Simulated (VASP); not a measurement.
# Hf (P6_3/mmc) in VASP: notebook, part 3 of 3

VASP 6.6.1. Earlier steps stand in the parts before.

**5. Single point, PBE**

This run uses another cell than the first one, of 22.38 Å³/atom.

File INCAR:

```
PREC     = Accurate       # precision mode
ENCUT    = 520            # plane-wave cutoff, eV
EDIFF    = 1E-7           # SCF threshold, eV
ISMEAR   = 0              # smearing method
SIGMA    = 0.011          # smearing width, eV
LREAL    = False          # projectors in reciprocal space
LASPH    = True           # aspherical terms in the spheres
NELM     = 60             # most SCF steps
ALGO     = Normal         # electronic algorithm
ISIF     = 2              # what is computed and relaxed
LWAVE    = False          # write WAVECAR
LCHARG   = False          # write CHGCAR
GGA      = PE             # functional
NBANDS   = 17             # bands
```

File KPOINTS:

```
regular mesh
0
Gamma
  10 10 5
```

File POSCAR:

```
Hf
1.0
    3.1967000000      0.0000000000      0.0000000000
   -1.5983500000      2.7684234083      0.0000000000
    0.0000000000      0.0000000000      5.0578000000
Hf
2
Direct
    0.6666666667      0.3333333333      0.7500000000
    0.3333333333      0.6666666667      0.2500000000
```

Potentials or basis: VASP PAW PBE potentials, release 64 (Hf_pv).

Launch:

```bash
> cat potpaw_PBE.64/Hf_pv/POTCAR > POTCAR
> mpirun -np 1 vasp_std > vasp.out
```

OUTCAR:

```text
PREC = Accurate
   ENCUT = 520
   EDIFF = 1E-7
   ISMEAR = 0
   LREAL = False
   LASPH = True
   NELM = 60
   ISIF = 2
   GGA = PE

 ion  position               nearest neighbor table
   1  0.667  0.333  0.750-   2 3.13   2 3.13   2 3.13   2 3.13   2 3.13   2 3.13
   2  0.333  0.667  0.250-   1 3.13   1 3.13   1 3.13   1 3.13   1 3.13   1 3.13

  LATTYP: Found a hexagonal cell.
 ALAT       =     3.1967000000
 C/A-ratio  =     1.5821941377

  Lattice vectors:

 A1 = (   3.1967000000,   0.0000000000,   0.0000000000)
 A2 = (  -1.5983500000,   2.7684234083,   0.0000000000)
 A3 = (   0.0000000000,   0.0000000000,   5.0578000000)

Analysis of symmetry for initial positions (statically):
=====================================================================
 Subroutine PRICEL returns:
 Original cell was already a primitive cell.

 Routine SETGRP: Setting up the symmetry group for a
 hexagonal supercell.

 Subroutine GETGRP returns: Found 24 space group operations
 (whereof 12 operations were pure point group operations)
 out of a pool of 24 trial point group operations.

The static configuration has the point symmetry D_3d.
 The point group associated with its full space group is D_6h.

Analysis of symmetry for dynamics (positions and initial velocities):
=====================================================================
 Subroutine PRICEL returns:
 Original cell was already a primitive cell.

 Routine SETGRP: Setting up the symmetry group for a
 hexagonal supercell.

 Subroutine GETGRP returns: Found 24 space group operations
 (whereof 12 operations were pure point group operations)
 out of a pool of 24 trial point group operations.

The dynamic configuration has the point symmetry D_3d.
 The point group associated with its full space group is D_6h.

 Subroutine INISYM returns: Found 24 space group operations
 (whereof 12 operations are pure point group operations),
 and found     1 'primitive' translations

----------------------------------------------------------------------------------------

                                     Primitive cell

  volume of cell :      44.7606

  direct lattice vectors                    reciprocal lattice vectors
     3.196700000  0.000000000  0.000000000     0.312822598  0.180608211  0.000000000
    -1.598350000  2.768423408  0.000000000     0.000000000  0.361216423  0.000000000
     0.000000000  0.000000000  5.057800000     0.000000000  0.000000000  0.197714421

  length of vectors
     3.196700000  3.196700000  5.057800000     0.361216423  0.361216423  0.197714421

  position of ions in fractional coordinates (direct lattice)
     0.666666667  0.333333333  0.750000000
     0.333333333  0.666666667  0.250000000

  ion indices of the primitive-cell ions
   primitive index   ion index
                 1           1
                 2           2

----------------------------------------------------------------------------------------

 KPOINTS: regular mesh

Automatic generation of k-mesh.
 Grid dimensions read from file:
 generate k-points for:   10   10    5

 Generating k-lattice:

  Cartesian coordinates                     Fractional coordinates (reciprocal lattice)
     0.031282260  0.018060821  0.000000000     0.100000000 -0.000000000  0.000000000
     0.000000000  0.036121642  0.000000000     0.000000000  0.100000000  0.000000000
     0.000000000  0.000000000  0.039542884     0.000000000  0.000000000  0.200000000

  Length of vectors
     0.036121642  0.036121642  0.039542884

  Shift w.r.t. Gamma in fractional coordinates (k-lattice)
     0.000000000  0.000000000  0.000000000

 Subroutine IBZKPT returns following result:
 ===========================================

 Found     42 irreducible k-points:

 Following reciprocal coordinates:
            Coordinates               Weight
  0.000000  0.000000  0.000000      1.000000
  0.100000  0.000000  0.000000      6.000000
  0.200000  0.000000  0.000000      6.000000
  0.300000  0.000000  0.000000      6.000000
  0.400000  0.000000  0.000000      6.000000
  0.500000  0.000000  0.000000      3.000000
[... 16 lines left out ...]
  0.300000  0.100000  0.200000     24.000000
  0.400000  0.100000  0.200000     24.000000
 [... further k-points ...]
   k-points           NKPTS =     42   k-points in BZ     NKDIM =     42   number of bands    NBANDS=     17
   number of dos      NEDOS =    301   number of ions     NIONS =      2
   total plane-waves  NPLWV =  23040
   dimension x,y,z NGX =    24 NGY =   24 NGZ =   40
   dimension x,y,z NGXF=    48 NGYF=   48 NGZF=   80
   ions per type =               2
   NGX,Y,Z   is equivalent  to a cutoff of  12.48, 12.48, 13.15 a.u.
   NGXF,Y,Z  is equivalent  to a cutoff of  24.96, 24.96, 26.30 a.u.
 SYSTEM =  unknown system
   PREC   = accura    normal or accurate (medium, high low for compatibility)
   ISTART =      0    job   : 0-new  1-cont  2-samecut
   ICHARG =      2    charge: 1-file 2-atom 10-const
   ISPIN  =      1    spin polarized calculation?
   LNONCOLLINEAR =      F non collinear calculations
   LSORBIT =      F    spin-orbit coupling
   LASPH  =      T    aspherical Exc in radial PAW
   ENCUT  =  520.0 eV  38.22 Ry    6.18 a.u.   5.94  5.94  9.40*2*pi/ulx,y,z
   NELM   =     60;   NELMIN=  2; NELMDL= -5     # of ELM steps
   EDIFF  = 0.1E-06   stopping-criterion for ELM
   LREAL  =      F    real-space projection
   EDIFFG = 0.1E-05   stopping-criterion for IOM
   NSW    =      0    number of steps for IOM
   IBRION =     -1    ionic relax: 0-MD 1-quasi-New 2-CG
   NFREE  =      0    steps in history (QN), initial steepest desc. (CG)
   ISIF   =      2    stress and relaxation
   ISYM   =      2    0-nonsym 1-usesym 2-fastsym
   POTIM  = 0.5000    time-step for ionic-motion
   TEBEG  =    0.0;   TEEND  =   0.0 temperature during run
   PSTRESS=    0.0 pullay stress
   NELECT =      20.0000    total number of electrons
   NUPDOWN=      -1.0000    fix difference up-down
   EMIN   =  10.00;   EMAX   =-10.00  energy-range for DOS
   EFERMI =   0.00;   METHOD = LEGACY
   ISMEAR =     0;   SIGMA  =   0.01  broadening in eV -4-tet -1-fermi 0-gaus
   EFERMI_NEDOS =   21; number of points for ismear=-14 and -15
   IALGO  =     38    algorithm
   IMIX   =      4    mixing-type and parameters
     AMIX     =   0.40;   BMIX     =  1.00
     AMIX_MAG =   1.60;   BMIX_MAG =  1.00
  volume/ion in A,a.u.               =      22.38       151.03
  Fermi-wavevector in a.u.,A,eV,Ry     =   1.251563  2.365112 21.312311  1.566411
  Thomas-Fermi vector in A             =   2.385505
   LORBIT       =      0    0 simple, 1 ext, 2 COOP (PROOUT), +10 PAW based schemes
   GGA     = PE    functional components
   LHFCALC =     F    Hartree Fock is set to
   AEXX    =    0.0000 exact exchange contribution
   IVDW    =     0    specifies the selected vdW correction
   LEPSILON=     F    determine dielectric tensor
   LRPA    =     F    only Hartree local field effects (RPA)
 non-spin polarized calculation
 Gauss-broadening in eV      SIGMA  =   0.01
  energy-cutoff  :      520.00
  volume of cell :       44.76
 maximum number of plane-waves:      1220
 NGX is ok and might be reduce to    24
   NGX = 11   NGY = 11   NGZ = 19

 number of electron      20.0000004 magnetization

 Free energy of the ion-electron system (eV)
  ---------------------------------------------------
  ext. energy  EPLUGINS =         0.00000000
  ---------------------------------------------------
  free energy    TOTEN  =       -19.84944807 eV

  energy without entropy =      -19.84926483  energy(sigma->0) =      -19.84935645

 E-fermi :   4.8974     XC(G=0): -11.2811

 val. band max:        4.8949838800   @ k =   0.1000   0.1000   0.4000
 cond. band min:       4.9104287379   @ k =   0.1000   0.1000   0.2000
 fundamental gap:      0.0154448579
 Fermi energy:         4.8974465100

 k-point     1 :       0.0000    0.0000    0.0000
  band No.  band energies     occupation
      1     -26.1583      2.00000
      2     -25.4151      2.00000
      3     -25.4151      2.00000
      4     -25.2927      2.00000
      5     -25.2876      2.00000
      6     -25.2876      2.00000
[... 9 lines left out ...]
     16       7.5543      0.00000
     17      10.2485      0.00000
[... 441 lines left out ...]
 k-point    24 :       0.4000    0.1000    0.2000
  band No.  band energies     occupation
      1     -26.0128      2.00000
      2     -25.8860      2.00000
      3     -25.7027      2.00000
      4     -25.5838      2.00000
      5     -25.4893      2.00000
      6     -25.4182      2.00000
[... 9 lines left out ...]
     16      10.8522      0.00000
     17      11.6641      0.00000

 [... further k-points ...]
[... 5 lines left out ...]
  --------------------------------------------------------------------------------------
  -------------------------------------------------------------------------------------
  Total        0.0811808      0.0811808      0.0063015      0.0000000      0.0000000      0.0000000
  in kB        2.9058138      2.9058138      0.2255597      0.0000000      0.0000000      0.0000000
  external PRESSURE =       2.0123958 kB  Pullay stress =       0.0000000 kB

 VOLUME and BASIS-vectors are now :
 -----------------------------------------------------------------------------
  energy-cutoff  :      520.00
  volume of cell :       44.76
      direct lattice vectors                 reciprocal lattice vectors
     3.196700000  0.000000000  0.000000000     0.312822598  0.180608211  0.000000000
    -1.598350000  2.768423408  0.000000000     0.000000000  0.361216423  0.000000000
     0.000000000  0.000000000  5.057800000     0.000000000  0.000000000  0.197714421

 POSITION                                       TOTAL-FORCE (eV/Angst)
 -----------------------------------------------------------------------------------
      1.59835      0.92281      3.79335         0.000000     -0.000000      0.000000
     -0.00000      1.84562      1.26445        -0.000000      0.000000      0.000000
 -----------------------------------------------------------------------------------
    total drift:                               -0.000000      0.000000     -0.000000

  FREE ENERGIE OF THE ION-ELECTRON SYSTEM (eV)
  ---------------------------------------------------
  free  energy   TOTEN  =       -19.8494480721 eV

  energy  without entropy=      -19.8492648322  energy(sigma->0) =      -19.84935645
```

Wall time 32 s (1 thread of Intel Xeon 8259CL, shared host); peak memory 0.17 GiB.

Results:

```yaml
Free_energy: -19.8494 eV
Pressure: 0.2 GPa
Band_gap_on_the_k_mesh: zero (bands 10 and 11 overlap by 1.50 eV)
```

Levels at points of the mesh, in eV from the Fermi level:
```tsv
k point	band 6	band 7	band 8	band 9	band 10	band 11	band 12	band 13	band 14	band 15
(0.00, 0.00, 0.00)	-30.19	-7.36	-3.69	0.66	1.20	1.20	1.48	2.02	2.02	2.66
(0.50, 0.00, 0.00)	-30.27	-3.33	-2.73	-2.21	-0.78	0.81	0.89	1.70	5.91	6.42
```

Caveat: spin-orbit coupling is left out, which moves the levels of the heavy elements.

**6. Single point, BLYP**

This run uses another cell than the first one, of 23.10 Å³/atom.

File INCAR:

```
PREC = Accurate ; ENCUT = 520
EDIFF = 1E-6 ; ISMEAR = -1
SIGMA = 0.05 ; LREAL = False
LASPH = True ; NELM = 100
ALGO = Normal ; ISIF = 2
LWAVE = False ; LCHARG = False
GGA = B5 ; ALDAX = 1.0
AGGAX = 1.0 ; AGGAC = 1.0
ALDAC = 0.0 ; NBANDS = 17
```

KPOINTS is that of step 5.

File POSCAR:

```
Hf
1.0
    3.2337104999      0.0000000000      0.0000000000
   -1.6168552499      2.8004754414      0.0000000000
    0.0000000000      0.0000000000      5.1018130023
Hf
2
Direct
    0.6666666667      0.3333333333      0.7500000000
    0.3333333333      0.6666666667      0.2500000000
```

Potentials or basis: VASP PAW PBE potentials, release 64 (Hf_pv).

Launch:

```bash
> cat potpaw_PBE.64/Hf_pv/POTCAR > POTCAR
> mpirun -np 1 vasp_std > vasp.out
```

It took 40 s on 1 thread of Intel Xeon 8259CL, shared host; peak memory 0.17 GiB.

The run converged. Its results:

```yaml
Free_energy: -17.2487 eV
Pressure: 0.0 GPa
Band_gap_on_the_k_mesh: zero (bands 10 and 11 overlap by 1.39 eV)
```

Levels at points of the mesh, in eV from the Fermi level:
```
           k point  band 6  band 7  band 8  band 9  band 10  band 11  band 12  band 13  band 14  band 15
(0.00, 0.00, 0.00)  -30.22   -7.12   -3.57    0.80     1.09     1.09     1.38     1.86     1.86     2.44
(0.50, 0.00, 0.00)  -30.30   -3.24   -2.61   -2.10    -0.71     0.71     0.87     1.63     5.50     5.98
```

Caveat: the PAW data sets were made with another functional, which shifts forces and pressure a little; spin-orbit coupling is left out, which moves the levels of the heavy elements.

**7. The runs side by side**

| level | cell | smearing | gap on the mesh (eV) | pressure (GPa) |
| --- | --- | --- | --- | --- |
| PBEsol+D3(BJ) | a = 3.121, b = 3.121, c = 4.938 Å, angles 90.0, 90.0, 120.0°, 2 atoms | fermi-dirac 0.05 eV | none | -0.4 |
| PBE | a = 3.197, b = 3.197, c = 5.058 Å, angles 90.0, 90.0, 120.0°, 2 atoms | gaussian 0.022 eV | none | 0.2 |
| PBE | a = 3.197, b = 3.197, c = 5.058 Å, angles 90.0, 90.0, 120.0°, 2 atoms | gaussian 0.018 eV | none | 0.3 |
| PBE | a = 3.197, b = 3.197, c = 5.058 Å, angles 90.0, 90.0, 120.0°, 2 atoms | gaussian 0.011 eV | none | 0.2 |
| BLYP | a = 3.234, b = 3.234, c = 5.102 Å, angles 90.0, 90.0, 120.0°, 2 atoms | fermi-dirac 0.05 eV | none | 0.0 |

Alike in all rows: task single point; potentials or basis VASP PAW PBE potentials, release 64 (Hf_pv); no spin polarisation; k mesh 10 × 10 × 5; cutoff (eV) 520.

Caveats: spin-orbit coupling is left out, which moves the levels of the heavy elements; the PAW data sets were made with another functional, which shifts forces and pressure a little (at least some runs).

Total energies depend on the potentials used, so only differences within one code and one set of settings carry meaning.
